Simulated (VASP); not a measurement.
A run of VASP 6.6.1 is set up as follows.

INCAR

```
PREC     = Accurate       # precision mode
ENCUT    = 520            # plane-wave cutoff, eV
EDIFF    = 1E-6           # SCF threshold, eV
ISMEAR   = 0              # smearing method
SIGMA    = 0.05           # smearing width, eV
LREAL    = F              # projectors in reciprocal space
LASPH    = T              # aspherical terms in the spheres
NELM     = 100            # most SCF steps
ALGO     = Fast           # electronic algorithm
ISIF     = 2              # what is computed and relaxed
LWAVE    = F              # write WAVECAR
LCHARG   = F              # write CHGCAR
LDIPOL   = T            
IDIPOL   = 3            
DIPOL    = 0.5 0.5 0.500
GGA      = PS             # functional
IBRION   = 2              # ionic algorithm
NSW      = 80             # ionic steps
EDIFFG   = -0.02          # ionic threshold
```

The input KPOINTS:

```
regular mesh
0
Gamma
  7 7 1
```

The input POSCAR:

```
AlP
1.0
    3.8681183919      0.0000000000      0.0000000000
    0.0000000000      3.8681183919      0.0000000000
    0.0000000000      0.0000000000     27.3082773539
P Al
5 5
Direct
    0.0000000000      0.5000000000      0.2746420033
    0.5000000000      0.0000000000      0.3748011130
    0.0000000000      0.5000000000      0.4749602226
    0.5000000000      0.0000000000      0.5751193322
    0.0000000000      0.5000000000      0.6752784419
    0.5000000000      0.5000000000      0.3247215581
    0.0000000000      0.0000000000      0.4248806678
    0.5000000000      0.5000000000      0.5250397774
    0.0000000000      0.0000000000      0.6251988870
    0.5000000000      0.5000000000      0.7253579967
```

Potentials or basis: VASP PAW PBE potentials, release 64 (P, Al).

Launch:

```bash
$ cat potpaw_PBE.64/P/POTCAR potpaw_PBE.64/Al/POTCAR > POTCAR
$ mpirun -np 1 vasp_std > vasp.out
```

Question: What does it give for the energy gained by relaxing?

Answer: 2.1 meV/atom.

Question: Predict the band gap on the k mesh.

Answer: Zero (bands 20 and 21 overlap by 0.08 eV).

Forces in eV/Å, atoms in the order of the input:
```
P    0.000  0.000  0.003
P    0.000  0.000  0.004
P    0.000  0.000  0.001
P    0.000  0.000 -0.007
P    0.000  0.000  0.001
Al   0.000  0.000 -0.011
Al   0.000  0.000  0.005
Al   0.000  0.000 -0.008
Al   0.000  0.000  0.015
Al   0.000  0.000 -0.002
```

Caveat: the PAW data sets were made with another functional, which shifts forces and pressure a little.
